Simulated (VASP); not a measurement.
Input of a VASP 6.6.1 run:

File INCAR:

```
SYSTEM = Ti3Ag
PREC = Accurate ; ENCUT = 520
EDIFF = 1E-8 ; ISMEAR = -1
SIGMA = 0.08 ; LREAL = .False.
LASPH = .True. ; NELM = 80
ALGO = Normal ; ISIF = 2
LWAVE = .False. ; LCHARG = .False.
LEFG = .True. ; NBANDS = 32
```

File KPOINTS:

```
regular mesh
0
Gamma
  9 9 9
  0 0 0
```

File POSCAR:

```
Ti3Ag
1.0
    4.2420984238      0.0000000000      0.0000000000
    0.0000000000      4.2420984238      0.0000000000
    0.0000000000      0.0000000000      4.0019796451
Ti Ag
3 1
Direct
    0.0000000000      0.5000000000      0.5000000000
    0.5000000000      0.0000000000      0.5000000000
    0.5000000000      0.5000000000      0.0000000000
    0.0000000000      0.0000000000      0.0000000000
```

Potentials or basis: VASP PAW LDA potentials, release 64 (Ti_sv, Ag).

The run is started by

```sh
$ cat potpaw_LDA.64/Ti_sv/POTCAR potpaw_LDA.64/Ag/POTCAR > POTCAR
$ mpirun -np 1 vasp_std > vasp.out
```

Task: What does it give for the pressure?

Result: -13.1 GPa.

Stress tensor (GPa, compression positive):
```
-13.77   0.00   0.00
  0.00 -13.77   0.00
  0.00   0.00 -11.70
```

Caveat: without QUAD_EFG the Cq values of the log hold for a quadrupole moment of 1 mb, not for the nuclei.
